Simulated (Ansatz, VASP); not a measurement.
## One calculation of Mo5W, two programs

```xyz
6
Lattice="3.1647 0.0000 0.0000 0.0000 3.1647 0.0000 0.0000 0.0000 9.4967" Properties=species:S:1:pos:R:3 pbc="T T T"
Mo    0.0000    0.0000    6.3256
Mo    1.5823    1.5823    7.9099
Mo    1.5823    1.5823    1.5869
Mo    0.0000    0.0000    3.1712
Mo    1.5823    1.5823    4.7484
W     0.0000    0.0000    0.0000
```

Alike in both runs: functional PBE; k mesh 12 × 12 × 4; occupations fermi-dirac, width 0.15 eV; no spin polarisation.

Ansatz relaxed the structure, and its values are those at the end. VASP's run is a single point on that final structure, the one shown.

|  | VASP | Ansatz |
| --- | --- | --- |
| version | VASP 6.6.1 | Ansatz 0.2.0 |
| potentials or method | VASP PAW PBE potentials, release 64 (Mo_sv, W_sv), cutoff 500 eV | scalar-relativistic, plane waves, PAW |
| valence electrons in the cell | 84 | 84 |

|  | VASP | Ansatz | Ansatz less VASP |
| --- | --- | --- | --- |
| gap on the k mesh at the Fermi level (eV) | none | none | - |
| pressure (GPa) | 0.5 | 0.0 | -0.53 |

A gap of «none» marks a metal or a gap that the smearing closes. The functional is the same, so the differences come from potentials, cutoffs and numerics.

Neither program's run includes spin-orbit coupling.
